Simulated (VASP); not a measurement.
Write the native input for VASP 6.6.1 that does the following.

```
Task                   : single point
Functional             : PBE
Potentials or basis    : VASP PAW PBE potentials, release 64 (P)
Cutoff                 : 520 eV
k mesh                 : 9 × 9 × 9
Occupations            : fermi-dirac, width 0.05 eV
Spin                   : no spin polarisation
Dipole correction      : no
Further INCAR settings : ALGO = Normal; EDIFF = 1e-06; NBANDS = 12
```

The structure of P lies in POSCAR:

```
P
1.0
    1.7257251780      0.9963478961      3.1296800121
   -1.7257251780      0.9963478961      3.1296800121
    0.0000000000     -1.9926957921      3.1296800121
P
2
Direct
    0.7636290000      0.7712140000      0.7633900000
    0.2219640000      0.2289910000      0.2268450000
```

This cell differs from its parent crystal: atoms moved at random.

One way to write it, as run:

INCAR

```
SYSTEM = P
PREC = Accurate
ENCUT = 520
EDIFF = 1E-6
ISMEAR = -1
SIGMA = 0.05
LREAL = .False.
LASPH = .True.
NELM = 60
ALGO = Normal
ISIF = 2
LWAVE = .False.
LCHARG = .False.
GGA = PE
NBANDS = 12
```

KPOINTS

```
Automatic mesh
0
Gamma
  9 9 9
  0 0 0
```

Potentials or basis: VASP PAW PBE potentials, release 64 (P).

The run is started by

```sh
$ cat potpaw_PBE.64/P/POTCAR > POTCAR
$ mpirun -np 1 vasp_std > vasp.out
```

Results of the run:

```
Pressure               : -0.3 GPa
Largest force          : 0.264 eV/Å
Band gap on the k mesh : zero (band 5 reaches 9.49 eV, above the bottom of band 6 at 8.81 eV)
```

Caveat: the cell differs from its parent crystal (atoms moved at random).

Wall time 43 s on 1 thread of Intel(R) Xeon(R) 6975P-C (Granite Rapids), on a shared host, peak memory 0.22 GiB.
